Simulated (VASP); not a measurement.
H6C2SO2, 22 atoms in the cell. The structure is orthorhombic, space group Cmcm (No. 63). Conventional cell: a = 7.163 Å, b = 7.957 Å, c = 7.203 Å, α = 90.00°, β = 90.00°, γ = 90.00°. H (site symmetry m) has 1 C at 1.10 Å within 1.5 Å. Within 1.5 Å of H (site symmetry 1) lie 1 C at 1.09 Å. Within 1.5 Å of C (site symmetry m) lie 3 H at 1.09 to 1.10 Å. Within 2.0 Å of S (site symmetry m2m) lie 2 O at 1.47 Å and 2 C at 1.77 Å. Within 2.0 Å of O (site symmetry m) lie 1 S at 1.47 Å. 

| Property | Result |
| --- | --- |
| Program | VASP 6.6.1 |
| Task | relaxation of cell and atoms |
| Functional | PBE |
| Dispersion | D3(BJ) |
| Potentials or basis | VASP PAW PBE potentials, release 64 (H, C, S, O) |
| Cutoff | 600 eV |
| k mesh | 4 × 4 × 4 |
| Occupations | gaussian, width 0.02 eV |
| Spin | no spin polarisation |
| Dipole correction | no |
| Further INCAR settings | LREAL = Auto; ALGO = Normal; EDIFF = 1e-07; IBRION = 2; EDIFFG = -0.005; NSW = 100; ISIF = 3 |

Potentials or basis: VASP PAW PBE potentials, release 64 (H, C, S, O).

Run with:

```console
$ cat potpaw_PBE.64/H/POTCAR potpaw_PBE.64/C/POTCAR potpaw_PBE.64/S/POTCAR potpaw_PBE.64/O/POTCAR > POTCAR
$ mpirun -np 1 vasp_std > vasp.out
```

Hardware: 1 thread of Intel(R) Xeon(R) 6975P-C (Granite Rapids) (shared host).

**Question.** How long does it take, and how much memory?

**Answer.** Wall time 38 min on 1 thread of Intel(R) Xeon(R) 6975P-C (Granite Rapids), on a shared host, peak memory 0.48 GiB. Counts: scf iterations 184, k points 21, ion steps 25.
